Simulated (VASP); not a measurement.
Here is a VASP 6.6.1 calculation.

The input INCAR:

```
ALGO = Normal
DIPOL = 0.5 0.5 0.500
EDIFF = 1E-6
ENCUT = 520
GGA = PE
IDIPOL = 3
ISIF = 2
ISMEAR = 0
IVDW = 12
LASPH = True
LCHARG = False
LDIPOL = True
LREAL = False
LWAVE = False
NBANDS = 28
NELM = 60
PREC = Accurate
SIGMA = 0.02
```

The input KPOINTS:

```
k-points
0
Gamma
  6 6 1
```

POSCAR

```
SnO
1.0
    3.8201708766      0.0000000000      0.0000000000
    0.0000000000      3.8201708766      0.0000000000
    0.0000000000      0.0000000000     30.6319093377
Sn O
2 2
Direct
    0.5000000000      0.0000000000      0.4614285220
    0.0000000000      0.5000000000      0.5385714780
    0.0000000000      0.0000000000      0.5000000000
    0.5000000000      0.5000000000      0.5000000000
```

Potentials or basis: VASP PAW PBE potentials, release 64 (Sn_d, O).

Command:

```console
$ cat potpaw_PBE.64/Sn_d/POTCAR potpaw_PBE.64/O/POTCAR > POTCAR
$ mpirun -np 1 vasp_std > vasp.out
```

(1) Predict the band gap on the k mesh.

(2) Predict the dispersion energy per atom.

(3) What does it give for the largest force?

## Answers

(1) 3.09 eV (least direct gap 3.14 eV).

(2) -0.137 eV.

(3) 0.098 eV/Å.

Caveat: the cell differs from its parent crystal (a layer taken out of the bulk); spin-orbit coupling is left out, which moves the levels of the heavy elements.
